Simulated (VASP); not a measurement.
# H2CI2 (Fmm2) in VASP: single point with PBEsol

Aim: the single point of H2CI2 with PBEsol.

All numbers are computed with VASP 6.6.1; they aren't measurements. Logs are shortened: lines on timing, memory, paths and dates and some standing lists are left out, and cuts for length are marked.

### 1 The cell of the first run

The structure is orthorhombic, space group Fmm2 (No. 42). The conventional cell has a = 7.182 Å, b = 12.912 Å, c = 4.693 Å, α = 90.00°, β = 90.00°, γ = 90.00°. Within 1.4 Å of H (site symmetry m) lie 1 C at 1.01 Å. C (site symmetry mm2) has 2 H at 1.01 Å within 1.4 Å. Within 2.8 Å of I (site symmetry m) lie 1 C at 2.12 Å and 2 H at 2.63 Å.

### 2 Single point, PBEsol

The input, INCAR:

```
PREC = Accurate
ENCUT = 520
EDIFF = 1E-6
ISMEAR = 0
SIGMA = 0.01
LREAL = F
LASPH = T
NELM = 80
ALGO = Normal
ISIF = 2
LWAVE = F
LCHARG = F
GGA = PS
NBANDS = 18
```

The input, KPOINTS:

```
Automatic mesh
0
Gamma
  5 5 5
```

The input, POSCAR:

```
H2CI2
1.0
    0.0000000000      6.4560000000      2.3465000000
    3.5909500000      0.0000000000      2.3465000000
    3.5909500000      6.4560000000      0.0000000000
H C I
2 1 2
Direct
    0.7537900000      0.9786100000      0.2462100000
    0.9786100000      0.7537900000      0.0213900000
    0.9955200000      0.9955200000      0.0044800000
    0.3808600000      0.1072400000      0.8927600000
    0.1072400000      0.3808600000      0.6191400000
```

Potentials or basis: VASP PAW PBE potentials, release 64 (H, C, I).

Command:

```bash
$ cat potpaw_PBE.64/H/POTCAR potpaw_PBE.64/C/POTCAR potpaw_PBE.64/I/POTCAR > POTCAR
$ mpirun -np 1 vasp_std > vasp.out
```

OUTCAR:

```text
PREC = Accurate
   ENCUT = 520
   EDIFF = 1E-6
   ISMEAR = 0
   LREAL = F
   LASPH = T
   NELM = 80
   ISIF = 2
   GGA = PS

 ion  position               nearest neighbor table
   1  0.754  0.979  0.246-   3 1.01
   2  0.979  0.754  0.021-   3 1.01
   3  0.996  0.996  0.004-   1 1.01   2 1.01   4 2.12   5 2.12
   4  0.381  0.107  0.893-   3 2.12   5 3.53
   5  0.107  0.381  0.619-   3 2.12   4 3.53

  LATTYP: Found a face centered orthorhombic cell.
 ALAT       =     4.6930000000
 B/A-ratio  =     1.5303430641
 C/A-ratio  =     2.7513317707

  Lattice vectors:

 A1 = (   3.5909500000,   6.4560000000,   0.0000000000)
 A2 = (   0.0000000000,   6.4560000000,   2.3465000000)
 A3 = (   3.5909500000,   0.0000000000,   2.3465000000)

Analysis of symmetry for initial positions (statically):
=====================================================================
 Subroutine PRICEL returns:
 Original cell was already a primitive cell.

 Routine SETGRP: Setting up the symmetry group for a
 face centered orthorhombic supercell.

 Subroutine GETGRP returns: Found  4 space group operations
 (whereof  4 operations were pure point group operations)
 out of a pool of  8 trial point group operations.

The static configuration has the point symmetry C_2v.

Analysis of symmetry for dynamics (positions and initial velocities):
=====================================================================
 Subroutine PRICEL returns:
 Original cell was already a primitive cell.

 Routine SETGRP: Setting up the symmetry group for a
 face centered orthorhombic supercell.

 Subroutine GETGRP returns: Found  4 space group operations
 (whereof  4 operations were pure point group operations)
 out of a pool of  8 trial point group operations.

The dynamic configuration has the point symmetry C_2v.

 Subroutine INISYM returns: Found  4 space group operations
 (whereof  4 operations are pure point group operations),
 and found     1 'primitive' translations

----------------------------------------------------------------------------------------

                                     Primitive cell

  volume of cell :     108.7986

  direct lattice vectors                    reciprocal lattice vectors
     0.000000000  6.456000000  2.346500000    -0.139238920  0.077447336  0.213083316
     3.590950000  0.000000000  2.346500000     0.139238920 -0.077447336  0.213083316
     3.590950000  6.456000000  0.000000000     0.139238920  0.077447336 -0.213083316

  length of vectors
     6.869206523  4.289636832  7.387479807     0.266064026  0.266064026  0.266064026

  position of ions in fractional coordinates (direct lattice)
     0.753790000  0.978610000  0.246210000
     0.978610000  0.753790000  0.021390000
     0.995520000  0.995520000  0.004480000
     0.380860000  0.107240000  0.892760000
     0.107240000  0.380860000  0.619140000

  ion indices of the primitive-cell ions
   primitive index   ion index
                 1           1
                 2           2
                 3           3
                 4           4
                 5           5

----------------------------------------------------------------------------------------

 KPOINTS: Automatic mesh

Automatic generation of k-mesh.
 Grid dimensions read from file:
 generate k-points for:    5    5    5

 Generating k-lattice:

  Cartesian coordinates                     Fractional coordinates (reciprocal lattice)
    -0.027847784  0.015489467  0.042616663     0.200000000  0.000000000  0.000000000
     0.027847784 -0.015489467  0.042616663     0.000000000  0.200000000  0.000000000
     0.027847784  0.015489467 -0.042616663     0.000000000  0.000000000  0.200000000

  Length of vectors
     0.053212805  0.053212805  0.053212805

  Shift w.r.t. Gamma in fractional coordinates (k-lattice)
     0.000000000  0.000000000  0.000000000

 Subroutine IBZKPT returns following result:
 ===========================================

 Found     27 irreducible k-points:

 Following reciprocal coordinates:
            Coordinates               Weight
  0.000000  0.000000  0.000000      1.000000
  0.200000 -0.000000 -0.000000      8.000000
  0.400000  0.000000 -0.000000      8.000000
  0.200000  0.200000  0.000000      2.000000
  0.400000  0.200000 -0.000000      8.000000
 -0.400000  0.200000  0.000000      8.000000
[... 16 lines left out ...]
 -0.400000 -0.000000  0.400000      4.000000
 -0.400000  0.200000  0.400000      4.000000
 [... further k-points ...]
   k-points           NKPTS =     27   k-points in BZ     NKDIM =     27   number of bands    NBANDS=     18
   number of dos      NEDOS =    301   number of ions     NIONS =      5
   total plane-waves  NPLWV =  96768
   dimension x,y,z NGX =    54 NGY =   32 NGZ =   56
   dimension x,y,z NGXF=   108 NGYF=   64 NGZF=  112
   ions per type =               2   1   2
   NGX,Y,Z   is equivalent  to a cutoff of  13.07, 12.40, 12.60 a.u.
   NGXF,Y,Z  is equivalent  to a cutoff of  26.14, 24.80, 25.20 a.u.
 SYSTEM =  unknown system
   PREC   = accura    normal or accurate (medium, high low for compatibility)
   ISTART =      0    job   : 0-new  1-cont  2-samecut
   ICHARG =      2    charge: 1-file 2-atom 10-const
   ISPIN  =      1    spin polarized calculation?
   LNONCOLLINEAR =      F non collinear calculations
   LSORBIT =      F    spin-orbit coupling
   LASPH  =      T    aspherical Exc in radial PAW
   ENCUT  =  520.0 eV  38.22 Ry    6.18 a.u.  12.77  7.98 13.74*2*pi/ulx,y,z
   NELM   =     80;   NELMIN=  2; NELMDL= -5     # of ELM steps
   EDIFF  = 0.1E-05   stopping-criterion for ELM
   LREAL  =      F    real-space projection
   EDIFFG = 0.1E-04   stopping-criterion for IOM
   NSW    =      0    number of steps for IOM
   IBRION =     -1    ionic relax: 0-MD 1-quasi-New 2-CG
   NFREE  =      0    steps in history (QN), initial steepest desc. (CG)
   ISIF   =      2    stress and relaxation
   ISYM   =      2    0-nonsym 1-usesym 2-fastsym
   POTIM  = 0.5000    time-step for ionic-motion
   TEBEG  =    0.0;   TEEND  =   0.0 temperature during run
   PSTRESS=    0.0 pullay stress
   NELECT =      20.0000    total number of electrons
   NUPDOWN=      -1.0000    fix difference up-down
   EMIN   =  10.00;   EMAX   =-10.00  energy-range for DOS
   EFERMI =   0.00;   METHOD = LEGACY
   ISMEAR =     0;   SIGMA  =   0.01  broadening in eV -4-tet -1-fermi 0-gaus
   EFERMI_NEDOS =   21; number of points for ismear=-14 and -15
   IALGO  =     38    algorithm
   IMIX   =      4    mixing-type and parameters
     AMIX     =   0.40;   BMIX     =  1.00
     AMIX_MAG =   1.60;   BMIX_MAG =  1.00
  volume/ion in A,a.u.               =      21.76       146.84
  Fermi-wavevector in a.u.,A,eV,Ry     =   0.930844  1.759041 11.789054  0.866471
  Thomas-Fermi vector in A             =   2.057275
   LORBIT       =      0    0 simple, 1 ext, 2 COOP (PROOUT), +10 PAW based schemes
   GGA     = PS    functional components
   LHFCALC =     F    Hartree Fock is set to
   AEXX    =    0.0000 exact exchange contribution
   IVDW    =     0    specifies the selected vdW correction
   LEPSILON=     F    determine dielectric tensor
   LRPA    =     F    only Hartree local field effects (RPA)
 non-spin polarized calculation
 Gauss-broadening in eV      SIGMA  =   0.01
  energy-cutoff  :      520.00
  volume of cell :      108.80
 maximum number of plane-waves:      2952
 NGX is ok and might be reduce to    54
   NGX = 25   NGY = 15   NGZ = 27

 number of electron      19.9999999 magnetization

 Free energy of the ion-electron system (eV)
  ---------------------------------------------------
  ext. energy  EPLUGINS =         0.00000000
  ---------------------------------------------------
  free energy    TOTEN  =       -18.93302165 eV

  energy without entropy =      -18.93302165  energy(sigma->0) =      -18.93302165

 E-fermi :   1.6399     XC(G=0):  -8.1523

 val. band max:        1.5661132655   @ k =   0.0000   0.0000   0.0000
 cond. band min:       4.4754182118   @ k =   0.4000   0.0000   0.4000
 fundamental gap:      2.9093049463
 Fermi energy:         1.6398897519

 k-point     1 :       0.0000    0.0000    0.0000
  band No.  band energies     occupation
      1     -12.7522      2.00000
      2     -10.1902      2.00000
      3      -8.6816      2.00000
      4      -3.8000      2.00000
      5      -3.2777      2.00000
      6      -1.7471      2.00000
[... 10 lines left out ...]
     17      10.3370      0.00000
     18      10.3862      0.00000

 k-point     2 :       0.2000   -0.0000   -0.0000
  band No.  band energies     occupation
      1     -12.6538      2.00000
      2     -10.1985      2.00000
      3      -8.6798      2.00000
      4      -3.9383      2.00000
      5      -3.2885      2.00000
      6      -1.9886      2.00000
[... 10 lines left out ...]
     17      10.5290      0.00000
     18      10.9949      0.00000

 k-point     3 :       0.4000    0.0000   -0.0000
  band No.  band energies     occupation
      1     -12.4799      2.00000
      2     -10.2032      2.00000
      3      -8.7292      2.00000
      4      -4.1474      2.00000
      5      -3.1403      2.00000
      6      -2.3116      2.00000
[... 10 lines left out ...]
     17      10.8418      0.00000
     18      11.8306      0.00000

 k-point     4 :       0.2000    0.2000    0.0000
  band No.  band energies     occupation
      1     -12.5285      2.00000
      2     -10.1611      2.00000
      3      -8.7688      2.00000
      4      -4.0553      2.00000
      5      -3.2922      2.00000
      6      -2.2887      2.00000
[... 375 lines left out ...]
      4      -3.7974      2.00000
      5      -2.7234      2.00000
      6      -2.1896      2.00000
[... 10 lines left out ...]
     17       9.7715      0.00000
     18      10.7582      0.00000

 k-point    23 :      -0.4000   -0.0000    0.4000
  band No.  band energies     occupation
      1     -12.5827      2.00000
      2     -10.5091      2.00000
      3      -8.4086      2.00000
      4      -3.9278      2.00000
      5      -2.5973      2.00000
      6      -2.4006      2.00000
[... 10 lines left out ...]
     17       9.8048      0.00000
     18      10.5010      0.00000

 k-point    24 :      -0.4000    0.2000    0.4000
  band No.  band energies     occupation
      1     -12.4916      2.00000
      2     -10.3261      2.00000
      3      -8.6413      2.00000
      4      -4.0610      2.00000
      5      -2.9240      2.00000
      6      -2.3818      2.00000
[... 10 lines left out ...]
     17      10.1735      0.00000
     18      10.5618      0.00000

 [... further k-points ...]

------------------------ aborting loop because EDIFF is reached ----------------------------------------

  FORCE on cell =-STRESS in cart. coord.  units (eV):
  Direction    XX          YY          ZZ          XY          YZ          ZX
  --------------------------------------------------------------------------------------
  -------------------------------------------------------------------------------------
  Total        5.4120083      0.4207664      2.3677042      0.0000000      0.0000000      0.0000000
  in kB       79.6976658      6.1962398     34.8670016      0.0000000      0.0000000      0.0000000
  external PRESSURE =      40.2536357 kB  Pullay stress =       0.0000000 kB

 VOLUME and BASIS-vectors are now :
 -----------------------------------------------------------------------------
  energy-cutoff  :      520.00
  volume of cell :      108.80
      direct lattice vectors                 reciprocal lattice vectors
     0.000000000  6.456000000  2.346500000    -0.139238920  0.077447336  0.213083316
     3.590950000  0.000000000  2.346500000     0.139238920 -0.077447336  0.213083316
     3.590950000  6.456000000  0.000000000     0.139238920  0.077447336 -0.213083316

 POSITION                                       TOTAL-FORCE (eV/Angst)
 -----------------------------------------------------------------------------------
      4.39827      6.45600      4.06508         3.272135      0.000000     -1.842273
      2.78363      6.45600      4.06508        -3.272135      0.000000     -1.842273
      3.59095      6.45600      4.67198         0.000000      0.000000      3.500952
      3.59095      8.22249      1.14533         0.000000      0.281446      0.091798
      3.59095      4.68951      1.14533         0.000000     -0.281446      0.091798
 -----------------------------------------------------------------------------------
    total drift:                               -0.000005      0.000000      0.000613

  FREE ENERGIE OF THE ION-ELECTRON SYSTEM (eV)
  ---------------------------------------------------
  free  energy   TOTEN  =       -18.9330216513 eV

  energy  without entropy=      -18.9330216513  energy(sigma->0) =      -18.93302165
```

It took 2.8 min on 1 thread of Intel Xeon 8259CL, shared host; peak memory 0.31 GiB.

What came out:

```yaml
Free_energy: -18.9330 eV
Pressure: 4.0 GPa
Largest_force: 3.755 eV/Å
Band_gap_on_the_k_mesh: 2.91 eV (least direct gap 2.97 eV)
```

Forces on the atoms (eV/Å):
```
H    3.272  0.000 -1.842
H   -3.272  0.000 -1.842
C    0.000  0.000  3.501
I    0.000  0.281  0.092
I    0.000 -0.281  0.092
```

Caveat: the cell stands under pressure; this functional lacks dispersion, which holds the molecules together, so the pressure and a relaxed volume are unreliable; the PAW data sets were made with another functional, which shifts forces and pressure a little; spin-orbit coupling is left out, which moves the levels of the heavy elements; an odd mesh through Γ misses points on the zone boundary, where band edges can lie.
